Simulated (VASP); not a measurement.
Write the native input for VASP 6.6.1 that does the following.

- Task: single point
- Functional: LDA
- Potentials or basis: VASP PAW LDA potentials, release 64 (Pd)
- Cutoff: 520 eV
- k mesh: 23 × 23 × 23
- Occupations: fermi-dirac, width 0.05 eV
- Spin: collinear spin
- Starting moments: [0.5] μB
- Dipole correction: no
- Further INCAR settings: ALGO = Normal; EDIFF = 1e-06; NBANDS = 15

The structure of Pd lies in POSCAR:

```
Pd
1.0
    0.0000000000      1.8676400417      1.8676400417
    1.8676400417      0.0000000000      1.8676400417
    1.8676400417      1.8676400417      0.0000000000
Pd
1
Direct
    0.0000000000      0.0000000000      0.0000000000
```

One way to write it, as run:

INCAR

```
SYSTEM = Pd
PREC = Accurate ; ENCUT = 520
EDIFF = 1E-6 ; ISMEAR = -1
SIGMA = 0.05 ; LREAL = .FALSE.
LASPH = .TRUE. ; NELM = 150
ALGO = Normal ; ISIF = 2
LWAVE = .FALSE. ; LCHARG = .FALSE.
ISPIN = 2 ; MAGMOM = 0.5
LORBIT = 11 ; LMAXMIX = 4
GGA = CA ; NBANDS = 15
```

KPOINTS

```
Automatic mesh
0
G
  23 23 23
  0 0 0
```

Potentials or basis: VASP PAW LDA potentials, release 64 (Pd).

Command:

```bash
$ cat potpaw_LDA.64/Pd/POTCAR > POTCAR
$ mpirun -np 1 vasp_std > vasp.out
```

Results of the run:

| Item | Value |
| --- | --- |
| Pressure | 23.7 GPa |
| Band gap on the k mesh | zero (filled and empty bands overlap) |
| Net moment | 0.00 μB per cell |
| Valence electrons inside the program's atomic spheres | Pd 9.75 |

Caveat: the cell stands under pressure.

Run time: 68 s on 1 thread of Intel(R) Xeon(R) 6975P-C (Granite Rapids), with other jobs on the host, peak memory 0.21 GiB.
